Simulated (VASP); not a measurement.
Here is a VASP 6.6.1 calculation.

Contents of INCAR:

```
ALGO = Normal
EDIFF = 1E-6
ENCUT = 520
GGA = PE
ISIF = 2
ISMEAR = 0
ISPIN = 2
LASPH = T
LCHARG = F
LMAXMIX = 4
LORBIT = 11
LREAL = F
LWAVE = F
MAGMOM = 0 0 0 1 0
NBANDS = 40
NELM = 150
PREC = Accurate
SIGMA = 0.1
```

The input KPOINTS:

```
k-points
0
Gamma
  6 6 2
```

Contents of POSCAR:

```
Zr3MoS
1.0
    3.4782128568      0.0000000000      0.0000000000
    0.0000000000      3.4782128568      0.0000000000
    0.0000000000      0.0000000000      8.3857996029
Zr Mo S
3 1 1
Direct
    0.0000000000      0.0000000000      0.3244765469
    0.0000000000      0.0000000000      0.6944862846
    0.5000000000      0.5000000000      0.9485657162
    0.5000000000      0.5000000000      0.5114773482
    0.0000000000      0.0000000000      0.0209941039
```

Potentials or basis: VASP PAW PBE potentials, release 64 (Zr_sv, Mo_sv, S).

Command:

```bash
$ cat potpaw_PBE.64/Zr_sv/POTCAR potpaw_PBE.64/Mo_sv/POTCAR potpaw_PBE.64/S/POTCAR > POTCAR
$ mpirun -np 1 vasp_std > vasp.out
```

Problem. Estimate the pressure.

Solution. 0.1 GPa.

Problem. Predict the net moment.

Solution. 0.00 μB per cell.

Problem. What does it give for the largest force?

Solution. 0.027 eV/Å.

Problem. What does it give for the band gap on the k mesh?

Solution. Zero (filled and empty bands overlap).

Stress tensor (GPa, compression positive):
```
0.07 0.00 0.00
0.00 0.07 0.00
0.00 0.00 0.22
```

Caveat: the k points lie up to 0.37 Å⁻¹ apart, too coarse for converged energies and pressures of a metal.
